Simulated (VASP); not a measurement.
**Pd: single point with PBE**

Crystal: Pd.

```xyz
1
Lattice="0.0000 1.8671 1.7893 1.8671 0.0000 1.7893 1.8671 1.8671 0.0000" Properties=species:S:1:pos:R:3 pbc="T T T"
Pd    0.0000    0.0000    0.0000
```

This cell differs from its parent crystal: strain -0.040 along x and y, -0.080 along z.

```yaml
Program: VASP 6.6.1
Task: single point
Functional: PBE
Potentials_or_basis: VASP PAW PBE potentials, release 64 (Pd)
Cutoff: 520 eV
k_mesh: 20 × 20 × 20
Occupations: gaussian, width 0.15 eV
Spin: no spin polarisation
```

The pressure is 60.0 GPa. The band gap on the k mesh is zero (band 5 reaches 13.48 eV, above the bottom of band 6 at 11.21 eV).

Stress tensor (GPa, compression positive):
```
58.79  0.00  0.00
 0.00 58.79  0.00
 0.00  0.00 62.53
```

Levels at points of the mesh, in eV from the Fermi level:
| k point | band 2 | band 3 | band 4 | band 5 | band 6 | band 7 | band 8 | band 9 |
| --- | --- | --- | --- | --- | --- | --- | --- | --- |
| (0.00, 0.00, 0.00) | -3.86 | -3.86 | -3.38 | -1.87 | -1.34 | 17.15 | 22.42 | 22.42 |
| (0.50, 0.00, 0.00) | -4.03 | -3.54 | -0.13 | 0.12 | 0.66 | 8.84 | 16.50 | 22.30 |
| (0.50, 0.50, 0.00) | -6.65 | -0.05 | 0.43 | 0.43 | 4.04 | 13.54 | 13.58 | 13.58 |
| (0.50, 0.00, 0.50) | -6.62 | -0.05 | 0.23 | 0.58 | 3.06 | 12.27 | 14.19 | 14.68 |

Wall time 36 s on 1 thread of Intel(R) Xeon(R) 6975P-C (Granite Rapids), on a shared host, peak memory 0.19 GiB.

Caveat: the cell differs from its parent crystal (strain -0.040 along x and y, -0.080 along z).
